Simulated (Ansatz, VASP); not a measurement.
GaN in VASP and in Ansatz

The input POSCAR:

```
GaN
1.0
    0.0000000000      2.2976981147      2.2976981147
    2.2976981147      0.0000000000      2.2976981147
    2.2976981147      2.2976981147      0.0000000000
Ga N
1 1
Direct
    0.0000000000      0.0000000000      0.0000000000
    0.2500000000      0.2500000000      0.2500000000
```

The input INCAR.step1:

```
PREC = Accurate ; ENCUT = 520
ISMEAR = -1 ; SIGMA = 0.05
LREAL = False ; LASPH = True
NELM = 80 ; NBANDS = 16
GGA = PE ; ALGO = Normal
EDIFF = 1E-4 ; LWAVE = True
LCHARG = False
```

INCAR.step2

```
PREC = Accurate ; ENCUT = 520
EDIFF = 1E-7 ; ISMEAR = -1
SIGMA = 0.05 ; LREAL = False
LASPH = True ; NELM = 80
ALGO = Normal ; ISIF = 2
LWAVE = False ; LCHARG = False
METAGGA = R2SCAN ; LMIXTAU = True
IVDW = 12 ; VDW_S6 = 1.0
VDW_S8 = 0.78981345 ; VDW_A1 = 0.49484001
VDW_A2 = 5.73083694 ; NBANDS = 16
ISTART = 1
```

File KPOINTS:

```
regular mesh
0
Gamma
  10 10 10
```

input.yaml

```yaml
crystal:
  lattice:
    - [0.0, 2.2976981147, 2.2976981147]
    - [2.2976981147, 0.0, 2.2976981147]
    - [2.2976981147, 2.2976981147, 0.0]
  atoms:
    - { symbol: Ga, position: [0.0, 0.0, 0.0] }
    - { symbol: "N", position: [0.25, 0.25, 0.25] }
hamiltonian:
  xc: r2scan
  pseudopotentials: { kind: paw }
  dispersion: d3bj
kpoints:
  mp_grid: { grid: [10, 10, 10] }
scf:
  occupations: { method: fermi_dirac, width: 0.05 }
output:
  forces: true
  stress: true
  eigenvalues: true
  write_density: true
  write_potential: true
  elf: true
  volumetric_format: npy
```

Alike in both runs: task single point; functional r2SCAN; dispersion D3(BJ); k mesh 10 × 10 × 10; occupations fermi-dirac, width 0.05 eV; no spin polarisation.

|  | VASP | Ansatz |
| --- | --- | --- |
| version | VASP 6.6.1 | Ansatz 0.2.0 |
| potentials or method | VASP PAW PBE potentials, release 64 (Ga_d, N) | Ansatz PAW |
| plane-wave cutoff (eV) | 520 | 500 |
| valence electrons in the cell | 18 | 18 |

Ansatz gave:

```
gap on the k mesh at the Fermi level (eV) : 1.74
least direct gap on the mesh (eV)         : 1.74
pressure (GPa)                            : -12.5
```

Q: Estimate VASP's values.

A: gap on the k mesh at the Fermi level (eV): 1.73; least direct gap on the mesh (eV): 1.73; pressure (GPa): -11.6.

VASP's potentials were made for PBE, not for r2SCAN.
